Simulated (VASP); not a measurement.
**AlN: single point with r2SCAN**

Crystal: AlN.

```
Al N
1.0
     3.26655    0.00000    0.00000
    -1.63328    2.82892    0.00000
     0.00000    0.00000    4.85355
Al N
2 2
Cartesian
  0.0000 1.8859 0.0000
  1.6333 0.9430 2.4268
  0.0000 1.8859 1.8686
  1.6333 0.9430 4.2954
```

This cell differs from its parent crystal: strain +0.050 along x and y, -0.025 along z.

```
Program                : VASP 6.6.1
Task                   : single point
Functional             : r2SCAN
Potentials or basis    : VASP PAW PBE potentials, release 64 (Al, N)
Cutoff                 : 520 eV
k mesh                 : 12 × 12 × 6
Occupations            : gaussian, width 0.05 eV
Spin                   : no spin polarisation
Dipole correction      : no
Further INCAR settings : ALGO = Normal; EDIFF = 1e-06; NBANDS = 16
```

```yaml
Pressure: -13.8 GPa
Largest_force: 0.570 eV/Å
Band_gap_on_the_k_mesh: 3.99 eV
```

Forces on the atoms (eV/Å):
```
Al   0.000  0.000 -0.570
Al   0.000  0.000 -0.570
N    0.000  0.000  0.570
N    0.000  0.000  0.570
```

Stress tensor (GPa, compression positive):
```
-22.15   0.00   0.00
  0.00 -22.15   0.00
  0.00   0.00   2.83
```

Levels at points of the mesh, in eV from the valence-band top:
```csv
k point,band 4,band 5,band 6,band 7,band 8,band 9,band 10,band 11,band 12,band 13
"(0.00, 0.00, 0.00)",-1.37,-1.37,-0.50,-0.50,0.00,3.99,5.99,10.59,10.59,11.15
"(0.50, 0.00, 0.00)",-4.00,-3.44,-2.55,-1.86,-0.83,5.67,6.54,8.13,10.48,10.86
"(0.00, 0.00, 0.50)",-3.20,-0.95,-0.95,-0.95,-0.95,6.10,6.10,10.80,10.80,10.89
"(0.50, 0.00, 0.50)",-5.65,-1.80,-1.80,-1.32,-1.32,5.67,5.67,9.62,9.62,11.98
```

Run time: 3.7 min on 1 thread of Intel Xeon 8259CL, with other jobs on the host, peak memory 0.19 GiB.

Caveat: the cell differs from its parent crystal (strain +0.050 along x and y, -0.025 along z); the cell stands under tension; the PAW data sets were made with another functional, which shifts forces and pressure a little. A k mesh can miss the band edges.
